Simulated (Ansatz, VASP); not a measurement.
## One calculation of Cl, two programs

```
Cl
1.0
     2.19014   -4.61934    0.00000
     2.19014    4.61934    0.00000
     0.00000    0.00000    4.33355
Cl
2
Direct
  0.60896 0.39104 0.00000
  0.39104 0.60896 0.00000
```

Alike in both runs: task relaxation of cell and atoms; functional PBE; k mesh 8 × 8 × 6; occupations gaussian, width 0.02 eV; no spin polarisation.

```csv
,VASP,Ansatz
version,VASP 6.6.1,Ansatz 0.2.0
potentials or method,"VASP PAW PBE potentials, release 64 (Cl), cutoff 600 eV","scalar-relativistic, plane waves, PAW"
valence electrons in the cell,14,14
```

|  | VASP | Ansatz | Ansatz less VASP |
| --- | --- | --- | --- |
| gap on the k mesh at the Fermi level, each at its own relaxed structure (eV) | 1.91 | 1.80 | -0.103 |
| relaxed volume (Å³/atom) | 43.73 | 43.84 | +0.114 |
| relaxed length of the cell vector where the two differ most in proportion (Å) | 5.101 | 5.112 | +0.0109 |

Ansatz's warnings: xc potential rough in thin density.
